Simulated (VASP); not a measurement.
Here is a VASP 6.6.1 calculation.

The input INCAR:

```
SYSTEM = Si10H4Cl
PREC = Accurate ; ENCUT = 520
EDIFF = 1E-6 ; ISMEAR = -1
SIGMA = 0.02 ; LREAL = Auto
LASPH = .TRUE. ; NELM = 80
ALGO = Normal ; ISIF = 2
LWAVE = .FALSE. ; LCHARG = .FALSE.
GGA = PS ; NBANDS = 72
```

The input KPOINTS:

```
Automatic mesh
0
G
  2 2 1
  0 0 0
```

POSCAR

```
Si10H4Cl
1.0
    7.6791800000      0.0000000000      0.0000000000
    0.0000000000      7.6791800000      0.0000000000
    0.0000000000      0.0000000000     19.2555000000
H Si Cl
8 20 2
Direct
    0.4093920184      0.0000000000      0.0519332139
    0.0906079816      0.0000000000      0.0519332139
    0.9093920184      0.0000000000      0.0519332139
    0.5906079816      0.0000000000      0.0519332139
    0.4093920184      0.5000000000      0.0519332139
    0.0906079816      0.5000000000      0.0519332139
    0.9093920184      0.5000000000      0.0519332139
    0.5906079816      0.5000000000      0.0519332139
    0.2500000000      0.0000000000      0.0968814105
    0.7500000000      0.0000000000      0.0968814105
    0.2500000000      0.5000000000      0.0968814105
    0.7500000000      0.5000000000      0.0968814105
    0.2506022778      0.2494878359      0.1646335852
    0.7507136179      0.2511446535      0.1632999922
    0.2498485515      0.7503310249      0.1697536808
    0.7498536302      0.7509830477      0.1676941134
   -0.0009086908      0.2450572848      0.2325205785
    0.5020858998      0.2449152123      0.2322079925
   -0.0039440409      0.7570210621      0.2406485420
    0.5035545462      0.7570008777      0.2405961933
   -0.0202453908      0.0112057537      0.3101163823
    0.5195615938      0.0113207400      0.3099348238
   -0.0190766462      0.4957078751      0.3051847005
    0.5171544358      0.4952563946      0.3048234530
    0.2496667613      0.0887267911      0.3598259199
    0.7494511133      0.0674462638      0.3893886941
    0.2489350425      0.3887261400      0.3316445691
    0.7488224003      0.3776193552      0.3725053621
    0.7489924706      0.5089409286      0.4673061203
    0.2508183165      0.1067543670      0.4678940562
```

Potentials or basis: VASP PAW PBE potentials, release 64 (H, Si, Cl).

Command:

```console
$ cat potpaw_PBE.64/H/POTCAR potpaw_PBE.64/Si/POTCAR potpaw_PBE.64/Cl/POTCAR > POTCAR
$ mpirun -np 1 vasp_std > vasp.out
```

Problem. Predict the band gap on the k mesh.

Solution. 0.26 eV (least direct gap 0.50 eV).

Problem. Predict the largest force.

Solution. 0.493 eV/Å.

Forces on the atoms (eV/Å):
```
H   -0.459 -0.066 -0.041
H    0.461 -0.062 -0.041
H   -0.468 -0.037 -0.065
H    0.462 -0.026 -0.060
H   -0.471  0.063 -0.029
H    0.471  0.061 -0.028
H   -0.485  0.061 -0.061
H    0.480  0.053 -0.058
Si  -0.008 -0.261  0.160
Si   0.013 -0.207 -0.058
Si  -0.005  0.265  0.259
Si   0.007  0.332 -0.059
Si  -0.006  0.006 -0.008
Si  -0.001  0.010  0.003
Si  -0.001  0.004  0.000
Si   0.002 -0.003 -0.004
Si   0.024 -0.010  0.003
Si  -0.015 -0.007  0.008
Si   0.005 -0.001  0.006
Si  -0.008 -0.001  0.005
Si   0.003 -0.005 -0.001
Si  -0.001 -0.005  0.002
Si  -0.016  0.015 -0.014
Si   0.013  0.013 -0.010
Si   0.001 -0.011  0.060
Si   0.002 -0.024  0.021
Si  -0.002 -0.006  0.029
Si   0.000  0.013  0.005
Cl   0.001 -0.013 -0.032
Cl  -0.001 -0.149  0.009
```

Caveat: there is no dipole correction, which matters where the two faces differ; the PAW data sets were made with another functional, which shifts forces and pressure a little.
